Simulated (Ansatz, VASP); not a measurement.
# MgO in VASP and in Ansatz

The input INCAR:

```
  ALGO = Normal
  EDIFF = 1E-6
  ENCUT = 520
  GGA = PS
  ISIF = 2
  ISMEAR = 0
  LASPH = T
  LCHARG = F
  LREAL = F
  LWAVE = F
  NBANDS = 16
  NELM = 100
  PREC = Accurate
  SIGMA = 0.05
```

File KPOINTS:

```
k-points
0
Gamma
  9 9 6
```

File POSCAR:

```
MgO
1.0
    3.3034677759      0.0000000000      0.0000000000
   -1.6517338880      2.8608870145      0.0000000000
    0.0000000000      0.0000000000      5.0193881071
Mg O
2 2
Direct
    0.3350192040      0.6918336864      0.0036583441
    0.6649807960      0.3081663136      0.5036583441
    0.3317693481      0.6433191775      0.4009416559
    0.6682306519      0.3566808225      0.9009416559
```

Input for Ansatz:

```yaml
crystal:
  lattice:
    - [3.3034677759, 0.0, 0.0]
    - [-1.651733888, 2.8608870145, 0.0]
    - [0.0, 0.0, 5.0193881071]
  atoms:
    - { symbol: Mg, position: [0.335019204, 0.6918336864, 0.0036583441] }
    - { symbol: Mg, position: [0.664980796, 0.3081663136, 0.5036583441] }
    - { symbol: O, position: [0.3317693481, 0.6433191775, 0.4009416559] }
    - { symbol: O, position: [0.6682306519, 0.3566808225, 0.9009416559] }
basis:
  ecutwfc: 520.0
kpoints:
  mp_grid: { grid: [9, 9, 6] }
hamiltonian:
  xc: pbesol
  pseudopotentials: { kind: paw, azcp: { folder: soft_1 } }
scf:
  occupations: { method: gaussian, width: 0.05 }
output:
  forces: true
  stress: true
  eigenvalues: true
  write_density: true
  write_potential: true
  elf: true
  volumetric_format: npy
```

Change from the starting cell: mode 4 frozen in at -0.036 Å and mode 5 at +0.072 Å (largest displacements).

Alike in both runs: task single point; functional PBEsol; k mesh 9 × 9 × 6; occupations gaussian, width 0.05 eV; no spin polarisation.

|  | VASP | Ansatz |
| --- | --- | --- |
| version | VASP 6.6.1 | Ansatz 0.2.0 |
| potentials or method | VASP PAW PBE potentials, release 64 (Mg, O), cutoff 520 eV | scalar-relativistic, plane waves, PAW |
| valence electrons in the cell | 16 | 32 |

VASP gave:

```
gap on the k mesh at the Fermi level (eV)                     : 3.31
least direct gap on the mesh (eV)                             : 3.31
pressure (GPa)                                                : -0.4
traceless stress, the component that is largest in VASP (GPa) : 0.21
rms of the force components (eV/Å)                            : 0.130
```

Problem. What did Ansatz give for the same quantities?

Solution. gap on the k mesh at the Fermi level (eV): 3.32; least direct gap on the mesh (eV): 3.32; pressure (GPa): -0.1; traceless stress, the component that is largest in VASP (GPa): 0.18; rms of the force components (eV/Å): 0.128.

VASP's potentials were made for PBE, not for PBEsol, and Ansatz warns of the same on its side. Atom by atom the forces differ by 0.002 eV/Å (rms over components). VASP's potentials hold 16 valence electrons a cell and Ansatz's 32, so a difference there can come from the potentials and not from the codes.
